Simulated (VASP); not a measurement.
# Li3SeF (P6_3/mmc) in VASP: relaxation of cell and atoms with PBE

Aim: the relaxation of cell and atoms of Li3SeF with PBE.

Program: VASP 6.6.1. These are calculated values, not measurements. Logs are shortened: lines on timing, memory, paths and dates and some standing lists are left out, and cuts for length are marked.

### Step 1. The cell of the first run

The structure is hexagonal, space group P6_3/mmc (No. 194). Conventional cell: a = 5.603 Å, b = 5.603 Å, c = 4.707 Å, α = 90.00°, β = 90.00°, γ = 120.00°. Within 2.9 Å of Li (site symmetry mm2) lie 2 F at 2.00 Å and 4 Se at 2.80 to 2.86 Å and 8 Li at 2.80 to 2.86 Å. Se (site symmetry -6m2) has 12 Li at 2.80 to 2.86 Å and 6 F at 3.44 Å within 3.7 Å. Within 2.7 Å of F (site symmetry -3m) lie 6 Li at 2.00 Å and 2 F at 2.35 Å.

### Step 2. Relaxation of cell and atoms, PBE

File INCAR:

```
ALGO     = Normal         # electronic algorithm
EDIFF    = 1E-6           # SCF threshold, eV
EDIFFG   = -0.01          # ionic threshold
ENCUT    = 600            # plane-wave cutoff, eV
GGA      = PE             # functional
IBRION   = 2              # ionic algorithm
ISIF     = 3              # what is computed and relaxed
ISMEAR   = 0              # smearing method
LASPH    = T              # aspherical terms in the spheres
LCHARG   = F              # write CHGCAR
LREAL    = F              # projectors in reciprocal space
LWAVE    = F              # write WAVECAR
NELM     = 60             # most SCF steps
NSW      = 100            # ionic steps
PREC     = Accurate       # precision mode
SIGMA    = 0.02           # smearing width, eV
```

File KPOINTS:

```
k-points
0
Gamma
  6 6 6
```

File POSCAR:

```
Li3SeF
1.0
    5.6034000000      0.0000000000      0.0000000000
   -2.8017000000      4.8526867500      0.0000000000
    0.0000000000      0.0000000000      4.7068560000
Li Se F
6 2 2
Direct
    0.8333333300      0.6666666700      0.7500000000
    0.3333333300      0.1666666700      0.7500000000
    0.8333333300      0.1666666700      0.7500000000
    0.1666666700      0.3333333300      0.2500000000
    0.6666666700      0.8333333300      0.2500000000
    0.1666666700      0.8333333300      0.2500000000
    0.3333333300      0.6666666700      0.7500000000
    0.6666666700      0.3333333300      0.2500000000
    0.0000000000      0.0000000000      0.0000000000
    0.0000000000      0.0000000000      0.5000000000
```

Potentials or basis: VASP PAW PBE potentials, release 64 (Li_sv, Se, F).

Launch:

```
cat potpaw_PBE.64/Li_sv/POTCAR potpaw_PBE.64/Se/POTCAR potpaw_PBE.64/F/POTCAR > POTCAR
mpirun -np 1 vasp_std > vasp.out
```

OUTCAR:

```text
EDIFF = 1E-6
   EDIFFG = -0.01
   ENCUT = 600
   GGA = PE
   IBRION = 2
   ISIF = 3
   ISMEAR = 0
   LASPH = T
   LREAL = F
   NELM = 60
   NSW = 100
   PREC = Accurate

 ion  position               nearest neighbor table
   1  0.833  0.667  0.750-   9 2.00  10 2.00
   2  0.333  0.167  0.750-   9 2.00  10 2.00
   3  0.833  0.167  0.750-   9 2.00  10 2.00
   4  0.167  0.333  0.250-   9 2.00  10 2.00
   5  0.667  0.833  0.250-   9 2.00  10 2.00
   6  0.167  0.833  0.250-   9 2.00  10 2.00
   7  0.333  0.667  0.750-
   8  0.667  0.333  0.250-
   9  0.000  0.000  0.000-   2 2.00   5 2.00   4 2.00   1 2.00   3 2.00   6 2.00
  10  0.000  0.000  0.500-   2 2.00   5 2.00   4 2.00   1 2.00   3 2.00   6 2.00

  LATTYP: Found a hexagonal cell.
 ALAT       =     5.6034000000
 C/A-ratio  =     0.8400000000

  Lattice vectors:

 A1 = (   5.6034000000,   0.0000000000,   0.0000000000)
 A2 = (  -2.8017000000,   4.8526867500,   0.0000000000)
 A3 = (   0.0000000000,   0.0000000000,   4.7068560000)

Analysis of symmetry for initial positions (statically):
=====================================================================
 Subroutine PRICEL returns:
 Original cell was already a primitive cell.

 Routine SETGRP: Setting up the symmetry group for a
 hexagonal supercell.

 Subroutine GETGRP returns: Found 24 space group operations
 (whereof 12 operations were pure point group operations)
 out of a pool of 24 trial point group operations.

The static configuration has the point symmetry D_3d.
 The point group associated with its full space group is D_6h.

Analysis of symmetry for dynamics (positions and initial velocities):
=====================================================================
 Subroutine PRICEL returns:
 Original cell was already a primitive cell.

 Routine SETGRP: Setting up the symmetry group for a
 hexagonal supercell.

 Subroutine GETGRP returns: Found 24 space group operations
 (whereof 12 operations were pure point group operations)
 out of a pool of 24 trial point group operations.

The dynamic configuration has the point symmetry D_3d.
 The point group associated with its full space group is D_6h.

 Subroutine INISYM returns: Found 24 space group operations
 (whereof 12 operations are pure point group operations),
 and found     1 'primitive' translations

----------------------------------------------------------------------------------------

                                     Primitive cell

  volume of cell :     127.9867

  direct lattice vectors                    reciprocal lattice vectors
     5.603400000  0.000000000  0.000000000     0.178463076  0.103035705  0.000000000
    -2.801700000  4.852686750  0.000000000     0.000000000  0.206071410  0.000000000
     0.000000000  0.000000000  4.706856000     0.000000000  0.000000000  0.212456043

  length of vectors
     5.603400000  5.603400002  4.706856000     0.206071410  0.206071410  0.212456043

  position of ions in fractional coordinates (direct lattice)
     0.833333330  0.666666670  0.750000000
     0.333333330  0.166666670  0.750000000
     0.833333330  0.166666670  0.750000000
     0.166666670  0.333333330  0.250000000
     0.666666670  0.833333330  0.250000000
     0.166666670  0.833333330  0.250000000
     0.333333330  0.666666670  0.750000000
     0.666666670  0.333333330  0.250000000
     0.000000000  0.000000000  0.000000000
     0.000000000  0.000000000  0.500000000

  ion indices of the primitive-cell ions
   primitive index   ion index
                 1           1
                 2           2
                 3           3
                 4           4
                 5           5
                 6           6
                 7           7
                 8           8
                 9           9
                10          10

----------------------------------------------------------------------------------------

 KPOINTS: k-points

Automatic generation of k-mesh.
 Grid dimensions read from file:
 generate k-points for:    6    6    6

 Generating k-lattice:

  Cartesian coordinates                     Fractional coordinates (reciprocal lattice)
     0.029743846  0.017172617  0.000000000     0.166666667 -0.000000000  0.000000000
     0.000000000  0.034345235  0.000000000     0.000000000  0.166666667  0.000000000
     0.000000000  0.000000000  0.035409340     0.000000000  0.000000000  0.166666667

  Length of vectors
     0.034345235  0.034345235  0.035409340

  Shift w.r.t. Gamma in fractional coordinates (k-lattice)
     0.000000000  0.000000000  0.000000000

 Subroutine IBZKPT returns following result:
 ===========================================

 Found     28 irreducible k-points:

 Following reciprocal coordinates:
            Coordinates               Weight
  0.000000  0.000000  0.000000      1.000000
  0.166667  0.000000  0.000000      6.000000
  0.333333 -0.000000  0.000000      6.000000
  0.500000 -0.000000  0.000000      3.000000
  0.166667  0.166667  0.000000      6.000000
  0.333333  0.166667  0.000000     12.000000
[... 16 lines left out ...]
  0.166667  0.000000  0.500000      6.000000
  0.333333 -0.000000  0.500000      6.000000
 [... further k-points ...]
   k-points           NKPTS =     28   k-points in BZ     NKDIM =     28   number of bands    NBANDS=     28
   number of dos      NEDOS =    301   number of ions     NIONS =     10
   total plane-waves  NPLWV =  92160
   dimension x,y,z NGX =    48 NGY =   48 NGZ =   40
   dimension x,y,z NGXF=    96 NGYF=   96 NGZF=   80
   ions per type =               6   2   2
   NGX,Y,Z   is equivalent  to a cutoff of  14.24, 14.24, 14.13 a.u.
   NGXF,Y,Z  is equivalent  to a cutoff of  28.48, 28.48, 28.26 a.u.
 SYSTEM =  unknown system
   PREC   = accura    normal or accurate (medium, high low for compatibility)
   ISTART =      0    job   : 0-new  1-cont  2-samecut
   ICHARG =      2    charge: 1-file 2-atom 10-const
   ISPIN  =      1    spin polarized calculation?
   LNONCOLLINEAR =      F non collinear calculations
   LSORBIT =      F    spin-orbit coupling
   LASPH  =      T    aspherical Exc in radial PAW
   ENCUT  =  600.0 eV  44.10 Ry    6.64 a.u.  11.19 11.19  9.40*2*pi/ulx,y,z
   NELM   =     60;   NELMIN=  2; NELMDL= -5     # of ELM steps
   EDIFF  = 0.1E-05   stopping-criterion for ELM
   LREAL  =      F    real-space projection
   EDIFFG = -.1E-01   stopping-criterion for IOM
   NSW    =    100    number of steps for IOM
   IBRION =      2    ionic relax: 0-MD 1-quasi-New 2-CG
   NFREE  =      1    steps in history (QN), initial steepest desc. (CG)
   ISIF   =      3    stress and relaxation
   ISYM   =      2    0-nonsym 1-usesym 2-fastsym
   POTIM  = 0.5000    time-step for ionic-motion
   TEBEG  =    0.0;   TEEND  =   0.0 temperature during run
   PSTRESS=    0.0 pullay stress
   NELECT =      44.0000    total number of electrons
   NUPDOWN=      -1.0000    fix difference up-down
   EMIN   =  10.00;   EMAX   =-10.00  energy-range for DOS
   EFERMI =   0.00;   METHOD = LEGACY
   ISMEAR =     0;   SIGMA  =   0.02  broadening in eV -4-tet -1-fermi 0-gaus
   EFERMI_NEDOS =   21; number of points for ismear=-14 and -15
   IALGO  =     38    algorithm
   IMIX   =      4    mixing-type and parameters
     AMIX     =   0.40;   BMIX     =  1.00
     AMIX_MAG =   1.60;   BMIX_MAG =  1.00
  volume/ion in A,a.u.               =      12.80        86.37
  Fermi-wavevector in a.u.,A,eV,Ry     =   1.146843  2.167220 17.895060  1.315250
  Thomas-Fermi vector in A             =   2.283526
   LORBIT       =      0    0 simple, 1 ext, 2 COOP (PROOUT), +10 PAW based schemes
   GGA     = PE    functional components
   LHFCALC =     F    Hartree Fock is set to
   AEXX    =    0.0000 exact exchange contribution
   IVDW    =     0    specifies the selected vdW correction
   LEPSILON=     F    determine dielectric tensor
   LRPA    =     F    only Hartree local field effects (RPA)
 conjugate gradient relaxation of ions
 non-spin polarized calculation
 Gauss-broadening in eV      SIGMA  =   0.02
  energy-cutoff  :      600.00
  volume of cell :      127.99
 maximum number of plane-waves:      4297
 NGX is ok and might be reduce to    48
   NGX = 23   NGY = 23   NGZ = 19

--------------------------------------- Ionic step        1  -------------------------------------------

 number of electron      44.0000020 magnetization

 Free energy of the ion-electron system (eV)
  ---------------------------------------------------
  ext. energy  EPLUGINS =         0.00000000
  ---------------------------------------------------
  free energy    TOTEN  =       -40.44815752 eV

  energy without entropy =      -40.44815752  energy(sigma->0) =      -40.44815752

------------------------ aborting loop because EDIFF is reached ----------------------------------------

  FORCE on cell =-STRESS in cart. coord.  units (eV):
  Direction    XX          YY          ZZ          XY          YZ          ZX
  --------------------------------------------------------------------------------------
  -------------------------------------------------------------------------------------
  Total        0.0982290      0.0982290      1.6327974      0.0000000     -0.0000000     -0.0000000
  in kB        1.2296617      1.2296617     20.4398678      0.0000000     -0.0000000     -0.0000000
  external PRESSURE =       7.6330637 kB  Pullay stress =       0.0000000 kB
[... 161 lines left out ...]
  energy  without entropy=      -40.5380175505  energy(sigma->0) =      -40.53801755

--------------------------------------- Ionic step        5  -------------------------------------------

 number of electron      43.9999978 magnetization

 Free energy of the ion-electron system (eV)
  ---------------------------------------------------
  ext. energy  EPLUGINS =         0.00000000
  ---------------------------------------------------
  free energy    TOTEN  =       -40.53834982 eV

  energy without entropy =      -40.53834982  energy(sigma->0) =      -40.53834982

 E-fermi :   2.3819     XC(G=0):  -9.0702

 val. band max:        2.1534006045   @ k =   0.0000   0.0000   0.0000
 cond. band min:       5.1966529669   @ k =   0.0000   0.0000   0.0000
 fundamental gap:      3.0432523624
 Fermi energy:         2.3819190886

 k-point     1 :       0.0000    0.0000    0.0000
  band No.  band energies     occupation
      1     -43.0852      2.00000
      2     -43.0537      2.00000
      3     -43.0455      2.00000
      4     -43.0455      2.00000
      5     -43.0325      2.00000
      6     -43.0325      2.00000
[... 733 lines left out ...]
     27       8.6859      0.00000
     28       8.6859      0.00000

 [... further k-points ...]

------------------------ aborting loop because EDIFF is reached ----------------------------------------

  FORCE on cell =-STRESS in cart. coord.  units (eV):
  Direction    XX          YY          ZZ          XY          YZ          ZX
  --------------------------------------------------------------------------------------
  -------------------------------------------------------------------------------------
  Total       -0.0608027     -0.0608027      0.0811778     -0.0000000      0.0000000      0.0000000
  in kB       -0.7381543     -0.7381543      0.9855121     -0.0000000      0.0000000      0.0000000
  external PRESSURE =      -0.1635989 kB  Pullay stress =       0.0000000 kB
[... 25 lines left out ...]
  FREE ENERGIE OF THE ION-ELECTRON SYSTEM (eV)
  ---------------------------------------------------
  free  energy   TOTEN  =       -40.5383498239 eV

  energy  without entropy=      -40.5383498239  energy(sigma->0) =      -40.53834982

 reached required accuracy - stopping structural energy minimisation
```

Run time: 4.8 min. Hardware: 1 thread of Intel Xeon Platinum 8488C (Sapphire Rapids), shared host; peak memory 0.37 GiB.

Results:

* Free energy: -40.5383 eV
* Relaxed volume: 13.20 Å³/atom
* Relaxed cell: a = 5.609 Å, b = 5.609 Å, c = 4.844 Å, α = 90.00°, β = 90.00°, γ = 120.00°
* Space group after relaxing (to 0.1 Å): P6_3/mmc (No. 194)
* Energy gained by relaxing: 9.0 meV/atom
* Ionic steps: 5
* Pressure after relaxing: 0.0 GPa
* Largest force after relaxing: 0.005 eV/Å
* Band gap on the k mesh: 3.04 eV

Forces in eV/Å, atoms in the order of the input:
```
Li   0.000 -0.005  0.000
Li   0.004  0.002  0.000
Li  -0.004  0.002  0.000
Li   0.000  0.005  0.000
Li  -0.004 -0.002  0.000
Li   0.004 -0.002  0.000
Se   0.000  0.000  0.000
Se   0.000  0.000  0.000
F    0.000  0.000  0.000
F    0.000  0.000  0.000
```

Stress tensor (GPa, compression positive):
```
-0.07  0.00  0.00
 0.00 -0.07  0.00
 0.00  0.00  0.10
```

The path:
| step | energy change (eV) | largest force (eV/Å) | pressure (GPa) | volume (Å³) |
| --- | --- | --- | --- | --- |
| 1 | 0.0000 | 0.3678 | 0.76 | 127.99 |
| 2 | -0.0444 | 0.2589 | 0.51 | 129.12 |
| 3 | -0.0898 | 0.0010 | 0.02 | 131.83 |
| 4 | -0.0899 | 0.0128 | 0.00 | 131.96 |
| 5 | -0.0902 | 0.0047 | -0.02 | 131.97 |

Final structure:
```cif
data_structure
_symmetry_space_group_name_H-M 'P 1'
_symmetry_Int_Tables_number 1
_cell_length_a 5.6090
_cell_length_b 5.6090
_cell_length_c 4.8437
_cell_angle_alpha 90.000
_cell_angle_beta 90.000
_cell_angle_gamma 120.000
_cell_volume 131.97
loop_
_atom_site_label
_atom_site_type_symbol
_atom_site_fract_x
_atom_site_fract_y
_atom_site_fract_z
_atom_site_occupancy
Li1 Li 0.83966 0.67932 0.75000 1
Li2 Li 0.32068 0.16034 0.75000 1
Li3 Li 0.83966 0.16034 0.75000 1
Li4 Li 0.16034 0.32068 0.25000 1
Li5 Li 0.67932 0.83966 0.25000 1
Li6 Li 0.16034 0.83966 0.25000 1
Se1 Se 0.33333 0.66667 0.75000 1
Se2 Se 0.66667 0.33333 0.25000 1
F1 F 0.00000 0.00000 0.00000 1
F2 F 0.00000 0.00000 0.50000 1
```

Caveat: the cutoff is under 1.25 times the usual one of these potentials, so pressure, stress and relaxed cells hold a basis-set (Pulay) error. A k mesh can miss the band edges.
